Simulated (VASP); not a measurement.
Write the native input for VASP 6.6.1 that does the following.

| Quantity | Value |
| --- | --- |
| Task | single point |
| Functional | r2SCAN |
| Dispersion | D4 |
| Potentials or basis | VASP PAW PBE potentials, release 64 (Ba_sv, Ti_sv, O) |
| Cutoff | 520 eV |
| k mesh | 3 × 3 × 3 |
| Occupations | gaussian, width 0.01 eV |
| Spin | no spin polarisation |
| Dipole correction | no |
| Further INCAR settings | ALGO = Normal; EDIFF = 1e-06; NBANDS = 28 |

Crystal: BaTiO3.

```
CELL_PARAMETERS angstrom
3.98791 0.00000 0.00000
0.00000 3.98791 0.00000
0.00000 0.00000 3.98791
ATOMIC_POSITIONS crystal
Ba 0.50000 0.50000 0.50000
Ti 0.00000 0.00000 0.00000
O 0.50000 0.00000 0.00000
O 0.00000 0.50000 0.00000
O 0.00000 0.00000 0.50000
```

One way to write it, as run:

POSCAR

```
BaTiO3
1.0
    3.9879104515      0.0000000000      0.0000000000
    0.0000000000      3.9879104515      0.0000000000
    0.0000000000      0.0000000000      3.9879104515
Ba Ti O
1 1 3
Direct
    0.5000000000      0.5000000000      0.5000000000
    0.0000000000      0.0000000000      0.0000000000
    0.5000000000      0.0000000000      0.0000000000
    0.0000000000      0.5000000000      0.0000000000
    0.0000000000      0.0000000000      0.5000000000
```

INCAR.step1

```
ALGO = Normal
EDIFF = 1E-4
ENCUT = 520
GGA = PE
ISMEAR = 0
LASPH = True
LCHARG = False
LREAL = False
LWAVE = True
NBANDS = 28
NELM = 80
PREC = Accurate
SIGMA = 0.01
```

INCAR.step2

```
ALGO = Normal
EDIFF = 1E-6
ENCUT = 520
ISIF = 2
ISMEAR = 0
ISTART = 1
IVDW = 13
LASPH = True
LCHARG = False
LMIXTAU = True
LREAL = False
LWAVE = False
METAGGA = R2SCAN
NBANDS = 28
NELM = 80
PREC = Accurate
SIGMA = 0.01
VDW_A1 = 0.51559235
VDW_A2 = 5.77342911
VDW_S6 = 1.0
VDW_S8 = 0.6018749
```

KPOINTS

```
k-points
0
Gamma
  3 3 3
```

Potentials or basis: VASP PAW PBE potentials, release 64 (Ba_sv, Ti_sv, O).

Command:

```sh
$ cat potpaw_PBE.64/Ba_sv/POTCAR potpaw_PBE.64/Ti_sv/POTCAR potpaw_PBE.64/O/POTCAR > POTCAR
$ cp INCAR.step1 INCAR
$ mpirun -np 1 vasp_std > vasp.out
$ cp INCAR.step2 INCAR
$ mpirun -np 1 vasp_std > vasp.out
```

Results of the run:

```
Pressure                   : 2.0 GPa
Band gap on the k mesh     : 2.23 eV, direct
Dispersion energy per atom : -0.081 eV
```

Caveat: the k points lie up to 0.53 Å⁻¹ apart; the PAW data sets were made with another functional, which shifts forces and pressure a little; spin-orbit coupling is left out, which moves the levels of the heavy elements.

Run time: 87 s on 1 thread of AMD EPYC 7R13, with other jobs on the host, peak memory 0.15 GiB.
